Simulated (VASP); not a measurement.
Here is a VASP 6.6.1 calculation.

The input POSCAR:

```
Sn3C
1.0
    1.9889269009      1.1483074816      7.2261631390
   -1.9889269009      1.1483074816      7.2261631390
    0.0000000000     -2.2966149632      7.2261631390
C Sn
1 3
Direct
    0.9922146711      0.0053428061      0.0068351529
    0.4835254805      0.5039550900      0.4964682131
    0.3618886789      0.3481566509      0.3666245226
    0.8867191039      0.9043773697      0.9049590437
```

Contents of INCAR.step1:

```
  ALGO = Normal
  EDIFF = 1E-4
  ENCUT = 520
  GGA = PE
  ISMEAR = -1
  LASPH = True
  LCHARG = False
  LREAL = False
  LWAVE = True
  NBANDS = 31
  NELM = 80
  PREC = Accurate
  SIGMA = 0.02
```

The input INCAR.step2:

```
  ALGO = Normal
  EDIFF = 1E-6
  ENCUT = 520
  ISIF = 2
  ISMEAR = -1
  ISTART = 1
  LASPH = True
  LCHARG = False
  LMIXTAU = True
  LREAL = False
  LWAVE = False
  METAGGA = R2SCAN
  NBANDS = 31
  NELM = 80
  PREC = Accurate
  SIGMA = 0.02
```

File KPOINTS:

```
k-points
0
Gamma
  4 4 4
```

Potentials or basis: VASP PAW PBE potentials, release 64 (C, Sn_d).

The run is started by

```console
$ cat potpaw_PBE.64/C/POTCAR potpaw_PBE.64/Sn_d/POTCAR > POTCAR
$ cp INCAR.step1 INCAR
$ mpirun -np 1 vasp_std > vasp.out
$ cp INCAR.step2 INCAR
$ mpirun -np 1 vasp_std > vasp.out
```

Question: Estimate the largest force.

Answer: 0.512 eV/Å.

Question: Estimate the pressure.

Answer: 0.3 GPa.

Question: Estimate the band gap on the k mesh.

Answer: Zero (bands 23 and 24 overlap by 1.92 eV).

Forces on the atoms (eV/Å):
```
C    0.311 -0.015 -0.406
Sn   0.009 -0.084 -0.308
Sn  -0.304  0.009  0.398
Sn  -0.016  0.090  0.316
```

Caveat: the k points lie up to 0.46 Å⁻¹ apart, too coarse for converged energies and pressures of a metal; the atoms stand as in a frame of molecular dynamics; the PAW data sets were made with another functional, which shifts forces and pressure a little; spin-orbit coupling is left out, which moves the levels of the heavy elements.
